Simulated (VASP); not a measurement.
A run of VASP 6.6.1 is set up as follows.

File INCAR:

```
SYSTEM = AlNi
PREC = Accurate ; ENCUT = 520
EDIFF = 1E-6 ; ISMEAR = 0
SIGMA = 0.15 ; LREAL = .False.
LASPH = .True. ; NELM = 80
ALGO = Fast ; ISIF = 2
LWAVE = .False. ; LCHARG = .False.
GGA = PE ; NBANDS = 14
```

Contents of KPOINTS:

```
Automatic mesh
0
Gamma
  20 20 20
  0 0 0
```

Contents of POSCAR:

```
AlNi
1.0
    2.0428098070     -2.0428098070      0.0000000000
    2.0428098070      2.0428098070      0.0000000000
    0.0000000000      0.0000000000      2.9011416498
Al Ni
1 1
Direct
    0.0000000000      0.0000000000      0.0904816213
    0.5000000000      0.5000000000      0.5000000000
```

Potentials or basis: VASP PAW PBE potentials, release 64 (Al, Ni).

Command:

```console
$ cat potpaw_PBE.64/Al/POTCAR potpaw_PBE.64/Ni/POTCAR > POTCAR
$ mpirun -np 1 vasp_std > vasp.out
```

(1) What does it give for the pressure?

(2) What does it give for the largest force?

(3) Estimate the band gap on the k mesh.

Answers

(1) 4.2 GPa.

(2) 1.497 eV/Å.

(3) zero (an odd number of electrons rules out a gap without spin polarisation).

Caveat: the cell differs from its parent crystal (all Al atoms moved +0.263 Å, as atom 1 along Cartesian [0 0 1]); the cell stands under pressure; forces of over 1 eV/Å act on the atoms, so gaps and moduli don't describe the material at rest.
